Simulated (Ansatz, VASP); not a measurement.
# One calculation of SbMo, two programs

```
Sb Mo
1.0
     5.32439    0.00000    0.00000
     0.00000    5.32439    0.00000
     0.00000    0.00000    5.32439
Sb Mo
4 4
Cartesian
  0.8462 0.8462 0.8462
  1.8160 4.4782 3.5084
  3.5084 1.8160 4.4782
  4.4782 3.5084 1.8160
  4.6094 4.6094 4.6094
  3.3772 0.7150 1.9472
  1.9472 3.3772 0.7150
  0.7150 1.9472 3.3772
```

Alike in both runs: functional PBE; k mesh 8 × 8 × 8; occupations gaussian, width 0.1 eV; no spin polarisation.

Ansatz relaxed the structure, and its values are those at the end. VASP's run is a single point on that final structure, the one shown.

```csv
,VASP,Ansatz
version,VASP 6.6.1,Ansatz 0.2.0
potentials or method,"VASP PAW PBE potentials, release 64 (Sb, Mo_sv), cutoff 520 eV","scalar-relativistic, plane waves, PAW"
valence electrons in the cell,76,116
```

```csv
,VASP,Ansatz,Ansatz less VASP
gap on the k mesh at the Fermi level (eV),none,none,-
pressure (GPa),0.0,0.0,+0.04
```

A gap of «none» marks a metal or a gap that the smearing closes. With one functional, cell and mesh, what is left measures potentials, basis and numerics. VASP's potentials hold 76 valence electrons a cell and Ansatz's 116, so a difference there can come from the potentials and not from the codes.

Spin-orbit coupling is off throughout.
